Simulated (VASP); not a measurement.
A run of VASP 6.6.1 is set up as follows.

File INCAR:

```
SYSTEM = La
PREC     = Accurate       ! precision mode
ENCUT    = 520            ! plane-wave cutoff, eV
EDIFF    = 1E-7           ! SCF threshold, eV
ISMEAR   = -1             ! smearing method
SIGMA    = 0.1            ! smearing width, eV
LREAL    = .False.        ! projectors in reciprocal space
LASPH    = .True.         ! aspherical terms in the spheres
NELM     = 80             ! most SCF steps
ALGO     = Normal         ! electronic algorithm
ISIF     = 2              ! what is computed and relaxed
LWAVE    = .False.        ! write WAVECAR
LCHARG   = .True.         ! write CHGCAR
LELF     = .True.         ! ELF
LVHAR    = .True.       
NBANDS   = 18             ! bands
```

KPOINTS

```
Automatic mesh
0
Gamma
  14 14 8
  0 0 0
```

The input POSCAR:

```
La
1.0
    3.4094030221      0.0000000000      0.0000000000
   -1.7047015110      2.9526296288      0.0000000000
    0.0000000000      0.0000000000      5.7214686272
La
2
Direct
    0.3333333333      0.6666666667      0.2500000000
    0.6666666667      0.3333333333      0.7500000000
```

Potentials or basis: VASP PAW LDA potentials, release 64 (La).

Command:

```console
$ cat potpaw_LDA.64/La/POTCAR > POTCAR
$ mpirun -np 1 vasp_std > vasp.out
```

(1) Predict the pressure.

(2) Estimate the band gap on the k mesh.

## Answers

(1) 3.9 GPa.

(2) zero (band 11 reaches 11.26 eV, above the bottom of band 12 at 9.47 eV).

Caveat: spin-orbit coupling is left out, which moves the levels of the heavy elements.
